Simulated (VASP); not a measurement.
# Co (P6_3/mmc) in VASP: a series of runs

The runs below take Co through single point, with LDA.

Everything below comes from runs of VASP 6.6.1. Logs are shortened: lines on timing, memory, paths and dates and some standing lists are left out, and cuts for length are marked.

## Step 1: The cell of the first run

Symmetry: P6_3/mmc, No. 194, hexagonal system. The conventional cell has a = 2.361 Å, b = 2.361 Å, c = 3.816 Å, α = 90.00°, β = 90.00°, γ = 120.00°. Within 3.1 Å of Co (site symmetry -6m2) lie 12 Co at 2.34 to 2.36 Å.

## Step 2: Single point, LDA, collinear spin, ferromagnetic start (9.21 Å³/atom)

Input file INCAR:

```
SYSTEM = Co
PREC = Accurate ; ENCUT = 520
EDIFF = 1E-7 ; ISMEAR = -1
SIGMA = 0.05 ; LREAL = .FALSE.
LASPH = .TRUE. ; NELM = 150
ALGO = Normal ; ISIF = 2
LWAVE = .FALSE. ; LCHARG = .FALSE.
ISPIN = 2 ; MAGMOM = 1.558 1.558
LORBIT = 11 ; LMAXMIX = 4
GGA = CA ; NBANDS = 20
```

Input file KPOINTS:

```
Automatic mesh
0
G
  24 24 13
  0 0 0
```

Input file POSCAR:

```
Co
1.0
    2.3608436544      0.0000000000      0.0000000000
   -1.1804218272      2.0445505791      0.0000000000
    0.0000000000      0.0000000000      3.8155127781
Co
2
Direct
    0.3333333333      0.6666666667      0.2500000000
    0.6666666667      0.3333333333      0.7500000000
```

Potentials or basis: VASP PAW LDA potentials, release 64 (Co).

On the command line:

```console
> cat potpaw_LDA.64/Co/POTCAR > POTCAR
> mpirun -np 1 vasp_std > vasp.out
```

OUTCAR:

```text
SYSTEM = Co
   PREC = Accurate
   ENCUT = 520
   EDIFF = 1E-7
   ISMEAR = -1
   LREAL = .FALSE.
   LASPH = .TRUE.
   NELM = 150
   ISIF = 2
   ISPIN = 2
   LORBIT = 11
   GGA = CA

 ion  position               nearest neighbor table
   1  0.333  0.667  0.250-   2 2.34   2 2.34   2 2.34   2 2.34   2 2.34   2 2.34
   2  0.667  0.333  0.750-   1 2.34   1 2.34   1 2.34   1 2.34   1 2.34   1 2.34

  LATTYP: Found a hexagonal cell.
 ALAT       =     2.3608436544
 C/A-ratio  =     1.6161649548

  Lattice vectors:

 A1 = (   2.3608436544,   0.0000000000,   0.0000000000)
 A2 = (  -1.1804218272,   2.0445505791,   0.0000000000)
 A3 = (   0.0000000000,   0.0000000000,   3.8155127781)

Analysis of symmetry for initial positions (statically):
=====================================================================
 Subroutine PRICEL returns:
 Original cell was already a primitive cell.

 Routine SETGRP: Setting up the symmetry group for a
 hexagonal supercell.

 Subroutine GETGRP returns: Found 24 space group operations
 (whereof 12 operations were pure point group operations)
 out of a pool of 24 trial point group operations.

The static configuration has the point symmetry D_3d.
 The point group associated with its full space group is D_6h.

Analysis of symmetry for dynamics (positions and initial velocities):
=====================================================================
 Subroutine PRICEL returns:
 Original cell was already a primitive cell.

 Routine SETGRP: Setting up the symmetry group for a
 hexagonal supercell.

 Subroutine GETGRP returns: Found 24 space group operations
 (whereof 12 operations were pure point group operations)
 out of a pool of 24 trial point group operations.

The dynamic configuration has the point symmetry D_3d.
 The point group associated with its full space group is D_6h.

Analysis of structural, dynamic, and magnetic symmetry:
=====================================================================
 Subroutine PRICEL returns:
 Original cell was already a primitive cell.

 Routine SETGRP: Setting up the symmetry group for a
 hexagonal supercell.

 Subroutine GETGRP returns: Found 24 space group operations
 (whereof 12 operations were pure point group operations)
 out of a pool of 24 trial point group operations.

The overall configuration has the point symmetry D_3d.
 The point group associated with its full space group is D_6h.

 Subroutine INISYM returns: Found 24 space group operations
 (whereof 12 operations are pure point group operations),
 and found     1 'primitive' translations

----------------------------------------------------------------------------------------

                                     Primitive cell

  volume of cell :      18.4170

  direct lattice vectors                    reciprocal lattice vectors
     2.360843654  0.000000000  0.000000000     0.423577393  0.244552522  0.000000000
    -1.180421827  2.044550579  0.000000000     0.000000000  0.489105044  0.000000000
     0.000000000  0.000000000  3.815512778     0.000000000  0.000000000  0.262087970

  length of vectors
     2.360843654  2.360843654  3.815512778     0.489105044  0.489105044  0.262087970

  position of ions in fractional coordinates (direct lattice)
     0.333333333  0.666666667  0.250000000
     0.666666667  0.333333333  0.750000000

  ion indices of the primitive-cell ions
   primitive index   ion index
                 1           1
                 2           2

----------------------------------------------------------------------------------------

 KPOINTS: Automatic mesh

Automatic generation of k-mesh.
 Grid dimensions read from file:
 generate k-points for:   24   24   13

 Generating k-lattice:

  Cartesian coordinates                     Fractional coordinates (reciprocal lattice)
     0.017649058  0.010189688  0.000000000     0.041666667  0.000000000  0.000000000
     0.000000000  0.020379377  0.000000000     0.000000000  0.041666667  0.000000000
     0.000000000  0.000000000  0.020160613     0.000000000  0.000000000  0.076923077

  Length of vectors
     0.020379377  0.020379377  0.020160613

  Shift w.r.t. Gamma in fractional coordinates (k-lattice)
     0.000000000  0.000000000  0.000000000

 Subroutine IBZKPT returns following result:
 ===========================================

 Found    427 irreducible k-points:

 Following reciprocal coordinates:
            Coordinates               Weight
  0.000000  0.000000  0.000000      1.000000
  0.041667  0.000000  0.000000      6.000000
  0.083333  0.000000  0.000000      6.000000
  0.125000 -0.000000  0.000000      6.000000
  0.166667  0.000000  0.000000      6.000000
  0.208333 -0.000000  0.000000      6.000000
[... 16 lines left out ...]
  0.416667  0.041667  0.000000     12.000000
  0.458333  0.041667  0.000000     12.000000
 [... further k-points ...]
   k-points           NKPTS =    427   k-points in BZ     NKDIM =    427   number of bands    NBANDS=     20
   number of dos      NEDOS =    301   number of ions     NIONS =      2
   total plane-waves  NPLWV =   9072
   dimension x,y,z NGX =    18 NGY =   18 NGZ =   28
   dimension x,y,z NGXF=    36 NGYF=   36 NGZF=   56
   ions per type =               2
   NGX,Y,Z   is equivalent  to a cutoff of  12.68, 12.68, 12.20 a.u.
   NGXF,Y,Z  is equivalent  to a cutoff of  25.35, 25.35, 24.40 a.u.
 SYSTEM =  Co
   PREC   = accura    normal or accurate (medium, high low for compatibility)
   ISTART =      0    job   : 0-new  1-cont  2-samecut
   ICHARG =      2    charge: 1-file 2-atom 10-const
   ISPIN  =      2    spin polarized calculation?
   LNONCOLLINEAR =      F non collinear calculations
   LSORBIT =      F    spin-orbit coupling
   LASPH  =      T    aspherical Exc in radial PAW
   ENCUT  =  520.0 eV  38.22 Ry    6.18 a.u.   4.39  4.39  7.09*2*pi/ulx,y,z
   NELM   =    150;   NELMIN=  2; NELMDL= -5     # of ELM steps
   EDIFF  = 0.1E-06   stopping-criterion for ELM
   LREAL  =      F    real-space projection
   EDIFFG = 0.1E-05   stopping-criterion for IOM
   NSW    =      0    number of steps for IOM
   IBRION =     -1    ionic relax: 0-MD 1-quasi-New 2-CG
   NFREE  =      0    steps in history (QN), initial steepest desc. (CG)
   ISIF   =      2    stress and relaxation
   ISYM   =      2    0-nonsym 1-usesym 2-fastsym
   POTIM  = 0.5000    time-step for ionic-motion
   TEBEG  =    0.0;   TEEND  =   0.0 temperature during run
   PSTRESS=    0.0 pullay stress
   NELECT =      18.0000    total number of electrons
   NUPDOWN=      -1.0000    fix difference up-down
   EMIN   =  10.00;   EMAX   =-10.00  energy-range for DOS
   EFERMI =   0.00;   METHOD = LEGACY
   ISMEAR =    -1;   SIGMA  =   0.05  broadening in eV -4-tet -1-fermi 0-gaus
   EFERMI_NEDOS =   21; number of points for ismear=-14 and -15
   IALGO  =     38    algorithm
   IMIX   =      4    mixing-type and parameters
     AMIX     =   0.40;   BMIX     =  1.00
     AMIX_MAG =   1.60;   BMIX_MAG =  1.00
  volume/ion in A,a.u.               =       9.21        62.14
  Fermi-wavevector in a.u.,A,eV,Ry     =   1.624649  3.070142 35.912385  2.639486
  Thomas-Fermi vector in A             =   2.717902
   LORBIT       =     11    0 simple, 1 ext, 2 COOP (PROOUT), +10 PAW based schemes
   GGA     = CA    functional components
   LHFCALC =     F    Hartree Fock is set to
   AEXX    =    0.0000 exact exchange contribution
   IVDW    =     0    specifies the selected vdW correction
   LEPSILON=     F    determine dielectric tensor
   LRPA    =     F    only Hartree local field effects (RPA)
 spin polarized calculation
  energy-cutoff  :      520.00
  volume of cell :       18.42
 maximum number of plane-waves:       527
 NGX is ok and might be reduce to    18
   NGX =  9   NGY =  9   NGZ = 15

 number of electron      18.0000012 magnetization       2.6170899

 Free energy of the ion-electron system (eV)
  ---------------------------------------------------
  ext. energy  EPLUGINS =         0.00000000
  ---------------------------------------------------
  free energy    TOTEN  =       -16.14857172 eV

  energy without entropy =      -16.12281888  energy(sigma->0) =      -16.13569530

 E-fermi :  12.4524     XC(G=0): -14.7297

 val. band max:       12.4517171542   @ k =   0.3333   0.2083   0.3077
 cond. band min:      12.4528863170   @ k =   0.2917   0.2500   0.3077
 fundamental gap:      0.0011691627
 Fermi energy:        12.4523566622

 spin component 1

 k-point     1 :       0.0000    0.0000    0.0000
  band No.  band energies     occupation
      1       2.5770      1.00000
      2       6.5720      1.00000
      3       9.7589      1.00000
      4       9.7852      1.00000
      5       9.7852      1.00000
      6      10.2060      1.00000
[... 12 lines left out ...]
     19      41.3320      0.00000
     20      41.3320      0.00000
[... 507 lines left out ...]
 k-point    24 :       0.4583    0.0417    0.0000
  band No.  band energies     occupation
      1       6.9799      1.00000
      2       7.1415      1.00000
      3       7.3418      1.00000
      4       9.5748      1.00000
      5       9.6722      1.00000
      6       9.8707      1.00000
[... 12 lines left out ...]
     19      38.2131      0.00000
     20      39.9159      0.00000

 [... further k-points ...]

 spin component 2

 k-point     1 :       0.0000    0.0000    0.0000
  band No.  band energies     occupation
      1       2.7571      1.00000
      2       7.3364      1.00000
      3      10.9670      1.00000
      4      10.9840      1.00000
      5      10.9840      1.00000
      6      11.4465      1.00000
[... 12 lines left out ...]
     19      41.7329      0.00000
     20      41.7329      0.00000
[... 507 lines left out ...]
 k-point    24 :       0.4583    0.0417    0.0000
  band No.  band energies     occupation
      1       7.8078      1.00000
      2       7.9427      1.00000
      3       8.2558      1.00000
      4      10.2899      1.00000
      5      10.7735      1.00000
      6      10.9783      1.00000
[... 12 lines left out ...]
     19      38.6989      0.00000
     20      40.2564      0.00000

 [... further k-points ...]

------------------------ aborting loop because EDIFF is reached ----------------------------------------

  FORCE on cell =-STRESS in cart. coord.  units (eV):
  Direction    XX          YY          ZZ          XY          YZ          ZX
  --------------------------------------------------------------------------------------
  -------------------------------------------------------------------------------------
  Total        2.8263209      2.8263209      2.6692957     -0.0000000      0.0000000      0.0000000
  in kB      245.8748205    245.8748205    232.2144676     -0.0000000      0.0000000      0.0000000
  external PRESSURE =     241.3213695 kB  Pullay stress =       0.0000000 kB

 VOLUME and BASIS-vectors are now :
 -----------------------------------------------------------------------------
  energy-cutoff  :      520.00
  volume of cell :       18.42
      direct lattice vectors                 reciprocal lattice vectors
     2.360843654  0.000000000  0.000000000     0.423577393  0.244552522  0.000000000
    -1.180421827  2.044550579  0.000000000     0.000000000  0.489105044  0.000000000
     0.000000000  0.000000000  3.815512778     0.000000000  0.000000000  0.262087970

 POSITION                                       TOTAL-FORCE (eV/Angst)
 -----------------------------------------------------------------------------------
     -0.00000      1.36303      0.95388         0.000000     -0.000000      0.000000
      1.18042      0.68152      2.86163        -0.000000      0.000000      0.000000
 -----------------------------------------------------------------------------------
    total drift:                                0.000000     -0.000000     -0.000000

  FREE ENERGIE OF THE ION-ELECTRON SYSTEM (eV)
  ---------------------------------------------------
  free  energy   TOTEN  =       -16.1485717217 eV

  energy  without entropy=      -16.1228188815  energy(sigma->0) =      -16.13569530

 total charge

# of ion       s       p       d       tot
------------------------------------------
    1        0.563   0.676   7.413   8.652
    2        0.563   0.676   7.413   8.652
--------------------------------------------------
tot          1.127   1.352  14.826  17.305

 magnetization (x)

# of ion       s       p       d       tot
------------------------------------------
    1       -0.012  -0.036   1.340   1.292
    2       -0.012  -0.036   1.340   1.292
--------------------------------------------------
tot         -0.024  -0.072   2.681   2.585
```

Wall time 2 min (1 thread of AMD EPYC 9R45 (Zen 5), shared host); peak memory 0.27 GiB.

Results:

```
Free energy                                           : -16.1486 eV
Pressure                                              : 24.1 GPa
Net moment                                            : 2.62 μB per cell
Site moments                                          : Co +1.29 μB
Valence electrons inside the program's atomic spheres : Co 8.65
```

Stress tensor (GPa, compression positive):
```
24.59  0.00  0.00
 0.00 24.59  0.00
 0.00  0.00 23.22
```

Caveat: the cell stands under pressure.

[end of part 1 of 2]
